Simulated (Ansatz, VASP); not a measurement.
## Two plane-wave programs on ZnSe

```xyz
2
Lattice="0.0000 2.8324 2.8324 2.8324 0.0000 2.8324 2.8324 2.8324 0.0000" Properties=species:S:1:pos:R:3 pbc="T T T"
Zn    0.0000    0.0000    0.0000
Se    4.2487    4.2487    4.2487
```

Alike in both runs: task single point; functional PBE; k mesh 4 × 4 × 4; occupations gaussian, width 0.1 eV; no spin polarisation.

```csv
,VASP,Ansatz
version,VASP 6.6.1,Ansatz 0.2.0
potentials or method,"VASP PAW PBE potentials, release 64 (Zn, Se), cutoff 500 eV","scalar-relativistic, plane waves, PAW"
valence electrons in the cell,18,28
```

|  | VASP | Ansatz | Ansatz less VASP |
| --- | --- | --- | --- |
| gap on the k mesh at the Fermi level (eV) | 1.28 | 1.28 | -0.002 |
| least direct gap on the mesh (eV) | 1.28 | 1.28 | -0.002 |
| pressure (GPa) | 2.8 | 2.5 | -0.24 |

With one functional, cell and mesh, what is left measures potentials, basis and numerics. VASP's potentials hold 18 valence electrons a cell and Ansatz's 28, so a difference there can come from the potentials and not from the codes.

The k mesh is coarse, so the values compare programs but aren't converged.
